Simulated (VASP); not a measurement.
A run of VASP 6.6.1:

POSCAR

```
AlRu
1.0
    2.9916000000      0.0000000000      0.0000000000
    0.0000000000      2.9916000000      0.0000000000
    0.0000000000      0.0000000000      2.9018520000
Al Ru
1 1
Direct
    0.0000000000      0.0000000000      0.0000000000
    0.5000000000      0.5000000000      0.5000000000
```

Contents of INCAR.step1:

```
SYSTEM = AlRu
PREC = Accurate
ENCUT = 520
ISMEAR = 0
SIGMA = 0.15
LREAL = .FALSE.
LASPH = .TRUE.
NELM = 100
NBANDS = 16
GGA = PE
ALGO = Normal
EDIFF = 1E-4
LWAVE = .TRUE.
LCHARG = .FALSE.
```

The input INCAR.step2:

```
SYSTEM = AlRu
PREC = Accurate
ENCUT = 520
EDIFF = 1E-6
ISMEAR = 0
SIGMA = 0.15
LREAL = .FALSE.
LASPH = .TRUE.
NELM = 100
ALGO = Normal
ISIF = 2
LWAVE = .FALSE.
LCHARG = .FALSE.
METAGGA = R2SCAN
LMIXTAU = .TRUE.
NBANDS = 16
ISTART = 1
```

Contents of KPOINTS:

```
Automatic mesh
0
G
  16 16 16
  0 0 0
```

Potentials or basis: VASP PAW PBE potentials, release 64 (Al, Ru_pv).

Launch:

```console
$ cat potpaw_PBE.64/Al/POTCAR potpaw_PBE.64/Ru_pv/POTCAR > POTCAR
$ cp INCAR.step1 INCAR
$ mpirun -np 1 vasp_std > vasp.out
$ cp INCAR.step2 INCAR
$ mpirun -np 1 vasp_std > vasp.out
```

Hardware: 1 thread of AMD EPYC 7R43 64-Core Processor (Zen 3) (shared host).

Estimate the wall time of this run.

Run time: 17 min on 1 thread of AMD EPYC 7R43 64-Core Processor (Zen 3) (shared host), peak memory 0.24 GiB. Counts: k points 405.
